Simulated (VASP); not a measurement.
Here is a VASP 6.6.1 calculation.

Contents of INCAR:

```
PREC = Accurate
ENCUT = 520
EDIFF = 1E-6
ISMEAR = 0
SIGMA = 0.02
LREAL = F
LASPH = T
NELM = 80
ALGO = Normal
ISIF = 2
LWAVE = F
LCHARG = F
GGA = PS
NBANDS = 15
```

Contents of KPOINTS:

```
Automatic mesh
0
Gamma
  6 6 6
```

Contents of POSCAR:

```
KBr
1.0
    0.0000000000      3.4253794057      3.4253794057
    3.4253794057      0.0000000000      3.4253794057
    3.4253794057      3.4253794057      0.0000000000
K Br
1 1
Direct
    0.0000000000      0.0000000000      0.0000000000
    0.5000000000      0.5000000000      0.5000000000
```

Potentials or basis: VASP PAW PBE potentials, release 64 (K_sv, Br).

Command:

```sh
$ cat potpaw_PBE.64/K_sv/POTCAR potpaw_PBE.64/Br/POTCAR > POTCAR
$ mpirun -np 1 vasp_std > vasp.out
```

Problem. Predict the pressure.

Solution. -1.5 GPa.

Problem. Predict the band gap on the k mesh.

Solution. 4.03 eV.

Caveat: the cell differs from its parent crystal (Rb replaced by K, lengths x 0.970, strained); the PAW data sets were made with another functional, which shifts forces and pressure a little.
